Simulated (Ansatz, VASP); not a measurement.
# One calculation of TiPd3, two programs

```
Ti Pd
1.0
     3.84530    0.00000    0.00000
     0.00000    3.84530    0.00000
     0.00000    0.00000    3.84530
Ti Pd
1 3
Direct
  0.00000 0.00000 0.00000
  0.00000 0.50000 0.50000
  0.50000 0.00000 0.50000
  0.50000 0.50000 0.00000
```

Change from the starting cell: volume scaled by 1.02, PAW files.

Alike in both runs: task electric field gradients; functional LDA; k mesh 11 × 11 × 11; occupations fermi-dirac, width 0.05 eV; no spin polarisation.

```csv
,VASP,Ansatz
version,VASP 6.6.1,Ansatz 0.2.0
potentials or method,"VASP PAW LDA potentials, release 64 (Ti_sv, Pd)","PAW with Ansatz's default frozen-core files, scalar-relativistic"
plane-wave cutoff (eV),520,420
valence electrons in the cell,42,66
```

Ansatz gave:

- pressure (GPa): -2.2
- size of Vzz on the site where it differs most (V/Å²): 79.8

Task: Estimate VASP's values.

Result: Pressure (GPa): -1.8; size of Vzz on the site where it differs most (V/Å²): 61.0.

LDA's correlation is that of Perdew and Zunger in VASP and of Perdew and Wang (1992) in Ansatz. VASP's potentials hold 42 valence electrons a cell and Ansatz's 66, so a difference there can come from the potentials and not from the codes.
